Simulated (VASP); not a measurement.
Wanted: the native input for a VASP 6.6.1 run.

```
Task                   : single point
Functional             : PBE
Potentials or basis    : VASP PAW PBE potentials, release 64 (B, O)
Cutoff                 : 520 eV
k mesh                 : 1 × 1 × 1
Occupations            : fermi-dirac, width 0.1172 eV
Spin                   : no spin polarisation
Dipole correction      : no
Further INCAR settings : LREAL = Auto; ALGO = Normal; EDIFF = 1e-06; NBANDS = 49; ISYM = 0
```

The structure of B2O3 lies in POSCAR:

```
B2O3
1.0
    5.8498440000      0.0085590000      0.0958080000
    0.0085590000      5.7194010000      0.0236370000
    0.0958080000      0.0236370000      5.5609530000
B O
6 9
Direct
    0.4414774445      0.4326801755      0.4663860075
    0.1307247534      0.6860627210      0.3423156172
    0.7934477692      0.8397658549      0.4570888858
    0.5645645790      0.1212041876      0.7442374164
    0.8425126459      0.5012599821      0.1490498600
    0.5410310217      0.1845945757      0.1161278719
    0.4247676123      0.2698779457      0.2872708616
    0.7822270514      0.3107067177      0.0349285844
    0.4944995794      0.3459385804      0.6986129957
    0.6880690888      0.6485640079      0.2907806215
    0.0105359569      0.8728021024      0.4028263047
    0.0668425424      0.5632861999      0.1416101797
    0.3052852073      0.6340819404      0.5121707448
    0.5342526270      1.0100980594      0.9500985958
    0.6601250590      1.0143147487      0.5309980826
```

One way to write it, as run:

INCAR

```
ALGO = Normal ; EDIFF = 1E-6
ENCUT = 520 ; GGA = PE
ISIF = 2 ; ISMEAR = -1
ISYM = 0 ; LASPH = T
LCHARG = F ; LREAL = Auto
LWAVE = F ; NBANDS = 49
NELM = 60 ; PREC = Accurate
SIGMA = 0.1172
```

KPOINTS

```
k-points
0
Gamma
  1 1 1
```

Potentials or basis: VASP PAW PBE potentials, release 64 (B, O).

Run with:

```console
$ cat potpaw_PBE.64/B/POTCAR potpaw_PBE.64/O/POTCAR > POTCAR
$ mpirun -np 1 vasp_gam > vasp.out
```

It gave:

| Property | Result |
| --- | --- |
| Pressure | 5.3 GPa |
| Largest force | 5.868 eV/Å |
| Band gap on the k mesh | 4.99 eV |

Caveat: the k points lie up to 1.13 Å⁻¹ apart.

Run time: 39 s on 1 thread of Intel Xeon 8259CL, on a shared host, peak memory 0.26 GiB.
